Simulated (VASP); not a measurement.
# TeO5 (P6/mmm) in VASP: further runs

The runs below take TeO5 through single point, relaxation of cell and atoms, with PBE.

Everything below comes from runs of VASP 6.6.1. Logs are shortened: lines on timing, memory, paths and dates and some standing lists are left out, and cuts for length are marked.

## (1) The cell of the first run

Symmetry: P6/mmm, No. 191, hexagonal system. The conventional cell has a = 4.267 Å, b = 4.267 Å, c = 6.161 Å, α = 90.00°, β = 90.00°, γ = 120.00°. Within 2.8 Å of Te (site symmetry 6/mmm) lie 6 O at 2.13 Å. Within 3.4 Å of O (site symmetry -6m2) lie 9 O at 2.46 to 3.32 Å. Within 2.8 Å of O (site symmetry mmm) lie 4 O at 2.13 Å and 2 Te at 2.13 Å.

The cell was generated, and may not be a known phase.

## (2) Single point, PBE

Input file INCAR:

```
SYSTEM = TeO5
PREC = Accurate ; ENCUT = 520
EDIFF = 1E-6 ; ISMEAR = 0
SIGMA = 0.1 ; LREAL = .FALSE.
LASPH = .TRUE. ; NELM = 80
ALGO = Normal ; ISIF = 2
LWAVE = .FALSE. ; LCHARG = .TRUE.
GGA = PE ; LELF = .TRUE.
LVHAR = .TRUE. ; NBANDS = 27
```

Input file KPOINTS:

```
Automatic mesh
0
G
  12 12 6
  0 0 0
```

Input file POSCAR:

```
TeO5
1.0
    4.2665475705      0.0000000000      0.0000000000
   -2.1332737852      3.6949385825      0.0000000000
    0.0000000000      0.0000000000      6.1614391234
Te O
1 5
Direct
    0.0000000000      0.0000000000      0.5000000000
    0.3333333333      0.6666666667      0.0000000000
    0.6666666667      0.3333333333      0.0000000000
    0.5000000000      0.0000000000      0.5000000000
    0.0000000000      0.5000000000      0.5000000000
    0.5000000000      0.5000000000      0.5000000000
```

Potentials or basis: VASP PAW PBE potentials, release 64 (Te, O).

Started as:

```
$ cat potpaw_PBE.64/Te/POTCAR potpaw_PBE.64/O/POTCAR > POTCAR
$ mpirun -np 1 vasp_std > vasp.out
```

OUTCAR:

```text
SYSTEM = TeO5
   PREC = Accurate
   ENCUT = 520
   EDIFF = 1E-6
   ISMEAR = 0
   LREAL = .FALSE.
   LASPH = .TRUE.
   NELM = 80
   ISIF = 2
   GGA = PE

 ion  position               nearest neighbor table
   1  0.000  0.000  0.500-   5 2.13   5 2.13   4 2.13   4 2.13   6 2.13   6 2.13
   2  0.333  0.667  0.000-
   3  0.667  0.333  0.000-
   4  0.500  0.000  0.500-   1 2.13   1 2.13
   5  0.000  0.500  0.500-   1 2.13   1 2.13
   6  0.500  0.500  0.500-   1 2.13   1 2.13

  LATTYP: Found a hexagonal cell.
 ALAT       =     4.2665475705
 C/A-ratio  =     1.4441276047

  Lattice vectors:

 A1 = (   4.2665475705,   0.0000000000,   0.0000000000)
 A2 = (  -2.1332737852,   3.6949385825,   0.0000000000)
 A3 = (   0.0000000000,   0.0000000000,   6.1614391234)

Analysis of symmetry for initial positions (statically):
=====================================================================
 Subroutine PRICEL returns:
 Original cell was already a primitive cell.

 Routine SETGRP: Setting up the symmetry group for a
 hexagonal supercell.

 Subroutine GETGRP returns: Found 24 space group operations
 (whereof 24 operations were pure point group operations)
 out of a pool of 24 trial point group operations.

The static configuration has the point symmetry D_6h.

Analysis of symmetry for dynamics (positions and initial velocities):
=====================================================================
 Subroutine PRICEL returns:
 Original cell was already a primitive cell.

 Routine SETGRP: Setting up the symmetry group for a
 hexagonal supercell.

 Subroutine GETGRP returns: Found 24 space group operations
 (whereof 24 operations were pure point group operations)
 out of a pool of 24 trial point group operations.

The dynamic configuration has the point symmetry D_6h.

 Subroutine INISYM returns: Found 24 space group operations
 (whereof 24 operations are pure point group operations),
 and found     1 'primitive' translations

----------------------------------------------------------------------------------------

                                     Primitive cell

  volume of cell :      97.1328

  direct lattice vectors                    reciprocal lattice vectors
     4.266547571  0.000000000  0.000000000     0.234381542  0.135320247  0.000000000
[... 94 lines left out ...]
   EDIFF  = 0.1E-05   stopping-criterion for ELM
   LREAL  =      F    real-space projection
   EDIFFG = 0.1E-04   stopping-criterion for IOM
   NSW    =      0    number of steps for IOM
   IBRION =     -1    ionic relax: 0-MD 1-quasi-New 2-CG
   NFREE  =      0    steps in history (QN), initial steepest desc. (CG)
   ISIF   =      2    stress and relaxation
   ISYM   =      2    0-nonsym 1-usesym 2-fastsym
   POTIM  = 0.5000    time-step for ionic-motion
   TEBEG  =    0.0;   TEEND  =   0.0 temperature during run
   PSTRESS=    0.0 pullay stress
   NELECT =      36.0000    total number of electrons
   NUPDOWN=      -1.0000    fix difference up-down
   EMIN   =  10.00;   EMAX   =-10.00  energy-range for DOS
   EFERMI =   0.00;   METHOD = LEGACY
   ISMEAR =     0;   SIGMA  =   0.10  broadening in eV -4-tet -1-fermi 0-gaus
   EFERMI_NEDOS =   21; number of points for ismear=-14 and -15
   IALGO  =     38    algorithm
   IMIX   =      4    mixing-type and parameters
     AMIX     =   0.40;   BMIX     =  1.00
     AMIX_MAG =   1.60;   BMIX_MAG =  1.00
  volume/ion in A,a.u.               =      16.19       109.25
  Fermi-wavevector in a.u.,A,eV,Ry     =   1.175945  2.222214 18.814770  1.382847
  Thomas-Fermi vector in A             =   2.312317
   LORBIT       =      0    0 simple, 1 ext, 2 COOP (PROOUT), +10 PAW based schemes
   GGA     = PE    functional components
   LHFCALC =     F    Hartree Fock is set to
   AEXX    =    0.0000 exact exchange contribution
   IVDW    =     0    specifies the selected vdW correction
   LEPSILON=     F    determine dielectric tensor
   LRPA    =     F    only Hartree local field effects (RPA)
 non-spin polarized calculation
 Gauss-broadening in eV      SIGMA  =   0.10
  energy-cutoff  :      520.00
  volume of cell :       97.13
 maximum number of plane-waves:      2648
 NGX is ok and might be reduce to    32
   NGX = 15   NGY = 15   NGZ = 23

 number of electron      36.0000014 magnetization

 Free energy of the ion-electron system (eV)
  ---------------------------------------------------
  ext. energy  EPLUGINS =         0.00000000
  ---------------------------------------------------
  free energy    TOTEN  =       -19.72625098 eV

  energy without entropy =      -19.67788841  energy(sigma->0) =      -19.70206970

 E-fermi :   0.5446     XC(G=0):  -8.7551

 val. band max:        0.5442732745   @ k =   0.2500   0.0833   0.3333
 cond. band min:       0.5453803859   @ k =   0.2500   0.0000   0.5000
 fundamental gap:      0.0011071114
 Fermi energy:         0.5445718196

 k-point     1 :       0.0000    0.0000    0.0000
  band No.  band energies     occupation
      1     -20.3624      2.00000
      2     -16.0308      2.00000
      3     -16.0308      2.00000
      4     -15.6571      2.00000
      5     -14.2534      2.00000
      6      -7.7952      2.00000
[... 709 lines left out ...]
     26      11.4944      0.00000
     27      11.6037      0.00000

 [... further k-points ...]

------------------------ aborting loop because EDIFF is reached ----------------------------------------

  FORCE on cell =-STRESS in cart. coord.  units (eV):
  Direction    XX          YY          ZZ          XY          YZ          ZX
  --------------------------------------------------------------------------------------
  -------------------------------------------------------------------------------------
  Total       -0.3639704     -0.3639704     -0.1070622     -0.0000000      0.0000000      0.0000000
  in kB       -6.0035853     -6.0035853     -1.7659594     -0.0000000      0.0000000      0.0000000
  external PRESSURE =      -4.5910433 kB  Pullay stress =       0.0000000 kB

 VOLUME and BASIS-vectors are now :
 -----------------------------------------------------------------------------
  energy-cutoff  :      520.00
  volume of cell :       97.13
      direct lattice vectors                 reciprocal lattice vectors
     4.266547571  0.000000000  0.000000000     0.234381542  0.135320247  0.000000000
    -2.133273785  3.694938582  0.000000000     0.000000000  0.270640493  0.000000000
     0.000000000  0.000000000  6.161439123     0.000000000  0.000000000  0.162299745

 POSITION                                       TOTAL-FORCE (eV/Angst)
 -----------------------------------------------------------------------------------
      0.00000      0.00000      3.08072         0.000000      0.000000      0.000000
     -0.00000      2.46329      0.00000        -0.000000     -0.000000     -0.000000
      2.13327      1.23165      0.00000         0.000000      0.000000      0.000000
      2.13327      0.00000      3.08072         0.000000      0.000000      0.000000
     -1.06664      1.84747      3.08072         0.000000      0.000000      0.000000
      1.06664      1.84747      3.08072         0.000000      0.000000      0.000000
 -----------------------------------------------------------------------------------
    total drift:                               -0.000000      0.000000     -0.000000

  FREE ENERGIE OF THE ION-ELECTRON SYSTEM (eV)
  ---------------------------------------------------
  free  energy   TOTEN  =       -19.7262509779 eV

  energy  without entropy=      -19.6778884143  energy(sigma->0) =      -19.70206970
```

OSZICAR:

```text
N       E                     dE             d eps       ncg     rms          rms(c)
DAV:   1     0.219494353138E+03    0.21949E+03   -0.18221E+04  4104   0.121E+03
DAV:   2    -0.820988997395E+01   -0.22770E+03   -0.21828E+03  5442   0.264E+02
DAV:   3    -0.240247703627E+02   -0.15815E+02   -0.15504E+02  4657   0.736E+01
[... 14 lines left out ...]
DAV:  18    -0.197262594547E+02    0.23164E-05   -0.18526E-06  3341   0.797E-03    0.408E-01
DAV:  19    -0.197262577067E+02    0.17480E-05   -0.62369E-07  2319   0.487E-03    0.348E-01
DAV:  20    -0.197262538534E+02    0.38534E-05   -0.27951E-06  4286   0.100E-02    0.222E-01
DAV:  21    -0.197262519008E+02    0.19526E-05   -0.13203E-06  2648   0.676E-03    0.133E-01
DAV:  22    -0.197262509779E+02    0.92294E-06   -0.88697E-07  2246   0.556E-03
   1 F= -.19726251E+02 E0= -.19702070E+02  d E =-.483626E-01
```

stdout:

```text
POSCAR found type information on POSCAR TeO
 POSCAR found :  2 types and       6 ions
 scaLAPACK will be used
 LDA part: xc-table for (Slater+PW92), standard interpolation
 POSCAR, INCAR and KPOINTS ok, starting setup
 FFT: planning ... GRIDC
 FFT: planning ... GRID_SOFT
 FFT: planning ... GRID
 WAVECAR not read
 entering main loop
```

Run time: 2.2 min. Hardware: 1 thread of AMD EPYC 9R45 (Zen 5), shared host; peak memory 0.28 GiB.

What came out:

```
Free energy            : -19.7263 eV
Pressure               : -0.5 GPa
Band gap on the k mesh : zero (bands 18 and 19 overlap by 0.56 eV)
```

Levels at points of the mesh, in eV from the Fermi level:
```csv
k point,band 15,band 16,band 17,band 18,band 19,band 20,band 21,band 22
"(0.00, 0.00, 0.00)",-1.10,-0.86,0.15,0.30,0.30,1.12,1.12,1.41
"(0.50, 0.00, 0.00)",-1.47,-0.49,-0.29,-0.18,0.02,0.33,0.74,0.94
"(0.00, 0.00, 0.50)",-1.17,-1.10,0.17,0.30,0.30,1.12,1.12,1.30
"(0.50, 0.00, 0.50)",-1.34,-0.72,-0.37,-0.21,0.04,0.38,0.74,0.93
```

Caveat: spin-orbit coupling is left out, which moves the levels of the heavy elements; this functional lacks dispersion, which binds layers or chains, so the pressure and a relaxed spacing across them are unreliable.

## (3) Relaxation of cell and atoms, PBE

This run uses another cell than the first one, of 16.13 Å³/atom.

Input file INCAR:

```
PREC = Accurate
ENCUT = 600
EDIFF = 1E-7
ISMEAR = 0
SIGMA = 0.1
LREAL = False
LASPH = True
NELM = 100
ALGO = Normal
ISIF = 3
LWAVE = False
LCHARG = False
GGA = PE
IBRION = 2
NSW = 100
EDIFFG = -0.01
```

Input file KPOINTS:

```
regular mesh
0
Gamma
  12 12 6
```

POSCAR, as its differences from that of step 2:

```diff
@@ -2,5 +2,5 @@
 1.0
-    4.2665475705      0.0000000000      0.0000000000
-   -2.1332737852      3.6949385825      0.0000000000
-    0.0000000000      0.0000000000      6.1614391234
+    4.2649604161      0.0000000000      0.0000000000
+   -2.1324802080      3.6935640664      0.0000000000
+    0.0000000000      0.0000000000      6.1435586389
 Te O
```

Potentials or basis: VASP PAW PBE potentials, release 64 (Te, O).

Started as:

```
$ cat potpaw_PBE.64/Te/POTCAR potpaw_PBE.64/O/POTCAR > POTCAR
$ mpirun -np 1 vasp_std > vasp.out
```

OUTCAR:

```text
PREC = Accurate
   ENCUT = 600
   EDIFF = 1E-7
   ISMEAR = 0
   LREAL = False
   LASPH = True
   NELM = 100
   ISIF = 3
   GGA = PE
   IBRION = 2
   NSW = 100
   EDIFFG = -0.01

 ion  position               nearest neighbor table
   1  0.000  0.000  0.500-   5 2.13   5 2.13   6 2.13   6 2.13   4 2.13   4 2.13
   2  0.333  0.667  0.000-
   3  0.667  0.333  0.000-
   4  0.500  0.000  0.500-   1 2.13   1 2.13
   5  0.000  0.500  0.500-   1 2.13   1 2.13
   6  0.500  0.500  0.500-   1 2.13   1 2.13

  LATTYP: Found a hexagonal cell.
 ALAT       =     4.2649604161
 C/A-ratio  =     1.4404726046

  Lattice vectors:

 A1 = (   4.2649604161,   0.0000000000,   0.0000000000)
 A2 = (  -2.1324802080,   3.6935640664,   0.0000000000)
 A3 = (   0.0000000000,   0.0000000000,   6.1435586389)

Analysis of symmetry for initial positions (statically):
=====================================================================
 Subroutine PRICEL returns:
 Original cell was already a primitive cell.

 Routine SETGRP: Setting up the symmetry group for a
 hexagonal supercell.

 Subroutine GETGRP returns: Found 24 space group operations
[... 181 lines left out ...]
  --------------------------------------------------------------------------------------
  -------------------------------------------------------------------------------------
  Total       -0.3332095     -0.3332095     -0.0803967     -0.0000000      0.0000000      0.0000000
  in kB       -5.5162924     -5.5162924     -1.3309699     -0.0000000      0.0000000      0.0000000
  external PRESSURE =      -4.1211849 kB  Pullay stress =       0.0000000 kB
[... 187 lines left out ...]
--------------------------------------- Ionic step        6  -------------------------------------------

 number of electron      35.9999997 magnetization

 Free energy of the ion-electron system (eV)
  ---------------------------------------------------
  ext. energy  EPLUGINS =         0.00000000
  ---------------------------------------------------
  free energy    TOTEN  =       -19.73126430 eV

  energy without entropy =      -19.68274244  energy(sigma->0) =      -19.70700337

 E-fermi :   0.6254     XC(G=0):  -8.8042

 val. band max:        0.6253157838   @ k =   0.3333   0.0000   0.5000
 cond. band min:       0.6312168596   @ k =   0.3333   0.0833   0.0000
 fundamental gap:      0.0059010757
 Fermi energy:         0.6253836642

 k-point     1 :       0.0000    0.0000    0.0000
  band No.  band energies     occupation
      1     -20.3366      2.00000
      2     -15.9617      2.00000
      3     -15.9617      2.00000
      4     -15.5929      2.00000
      5     -14.1705      2.00000
      6      -7.7602      2.00000
[... 589 lines left out ...]
     21       1.2709      0.00000
     22       1.5636      0.00000

 [... further k-points ...]

------------------------ aborting loop because EDIFF is reached ----------------------------------------

  FORCE on cell =-STRESS in cart. coord.  units (eV):
  Direction    XX          YY          ZZ          XY          YZ          ZX
  --------------------------------------------------------------------------------------
  -------------------------------------------------------------------------------------
  Total        0.0019051      0.0019051     -0.0463381      0.0000000      0.0000000     -0.0000000
  in kB        0.0317381      0.0317381     -0.7719784      0.0000000      0.0000000     -0.0000000
  external PRESSURE =      -0.2361674 kB  Pullay stress =       0.0000000 kB
[... 21 lines left out ...]
  FREE ENERGIE OF THE ION-ELECTRON SYSTEM (eV)
  ---------------------------------------------------
  free  energy   TOTEN  =       -19.7312643034 eV

  energy  without entropy=      -19.6827424400  energy(sigma->0) =      -19.70700337

 reached required accuracy - stopping structural energy minimisation
```

OSZICAR:

```text
N       E                     dE             d eps       ncg     rms          rms(c)
DAV:   1     0.268473957790E+03    0.26847E+03   -0.20108E+04  3344   0.166E+03
[... 65 lines left out ...]
DAV:   2    -0.197476716671E+02   -0.13273E-01   -0.12226E-01  3464   0.109E+00    0.140E+00
DAV:   3    -0.197317047307E+02    0.15967E-01   -0.81436E-02  3422   0.912E-01    0.276E-01
DAV:   4    -0.197313049060E+02    0.39982E-03   -0.19535E-03  3360   0.209E-01    0.141E-01
DAV:   5    -0.197312779737E+02    0.26932E-04   -0.90119E-05  3814   0.440E-02    0.136E-01
DAV:   6    -0.197312682583E+02    0.97154E-05   -0.14630E-05  3538   0.240E-02    0.146E-02
DAV:   7    -0.197312642971E+02    0.39613E-05   -0.14665E-05  3350   0.219E-02    0.327E-02
DAV:   8    -0.197312643034E+02   -0.62955E-08   -0.26099E-07  2566   0.324E-03
   6 F= -.19731264E+02 E0= -.19707003E+02  d E =-.187266E-03
```

CONTCAR:

```text
TeO5
   1.00000000000000
     4.2579687766830432   -0.0000000000000948    0.0000000000000000
    -2.1289843882916855    3.6875091290512443   -0.0000000000000000
     0.0000000000000000    0.0000000000000000    6.1250314062343003
  Te              O
     1     5
Direct
     0.0000000000000000    0.0000000000000000    0.5000000000000000
     0.3333333332999970    0.6666666667000030    0.0000000000000000
     0.6666666667000030    0.3333333332999970    1.0000000000000000
     0.5000000000000000    0.0000000000000000    0.5000000000000000
     0.0000000000000000    0.5000000000000000    0.5000000000000000
     0.5000000000000000    0.5000000000000000    0.5000000000000000

  0.00000000E+00  0.00000000E+00  0.00000000E+00
  0.00000000E+00  0.00000000E+00  0.00000000E+00
  0.00000000E+00  0.00000000E+00  0.00000000E+00
  0.00000000E+00  0.00000000E+00  0.00000000E+00
  0.00000000E+00  0.00000000E+00  0.00000000E+00
  0.00000000E+00  0.00000000E+00  0.00000000E+00
```

Run time: 8.2 min. Hardware: 1 thread of AMD EPYC 9R45 (Zen 5), shared host; peak memory 0.33 GiB.

What came out:

| Item | Value |
| --- | --- |
| Free energy | -19.7313 eV |
| Relaxed volume | 16.03 Å³/atom |
| Relaxed cell | a = 4.258 Å, b = 4.258 Å, c = 6.125 Å, α = 90.00°, β = 90.00°, γ = 120.00° |
| Space group after relaxing (to 0.1 Å) | P6/mmm (No. 191) |
| Energy gained by relaxing | 0.1 meV/atom |
| Ionic steps | 6 |
| Pressure after relaxing | 0.0 GPa |
| Band gap on the k mesh | zero (bands 18 and 19 overlap by 0.57 eV) |

Step by step:
```
step  energy change (eV)  largest force (eV/Å)  pressure (GPa)  volume (Å³)
   1              0.0000                0.0000           -0.41        96.78
   2             -0.0003                0.0000            0.21        96.20
   3             -0.0006                0.0000           -0.03        96.42
   4             -0.0006                0.0000           -0.04        96.43
   5             -0.0006                0.0000           -0.04        96.36
   6             -0.0008                0.0000           -0.02        96.17
```

Final structure:
```yaml
crystal:
  lattice:
    - [4.25797, 0.00000, 0.00000]
    - [-2.12898, 3.68751, 0.00000]
    - [0.00000, 0.00000, 6.12503]
  atoms:
    - { symbol: Te, position: [0.00000, 0.00000, 0.50000] }
    - { symbol: O, position: [0.33333, 0.66667, 0.00000] }
    - { symbol: O, position: [0.66667, 0.33333, 0.00000] }
    - { symbol: O, position: [0.50000, 0.00000, 0.50000] }
    - { symbol: O, position: [0.00000, 0.50000, 0.50000] }
    - { symbol: O, position: [0.50000, 0.50000, 0.50000] }
```

Caveat: spin-orbit coupling is left out, which moves the levels of the heavy elements; this functional lacks dispersion, which binds layers or chains, so the pressure and a relaxed spacing across them are unreliable.
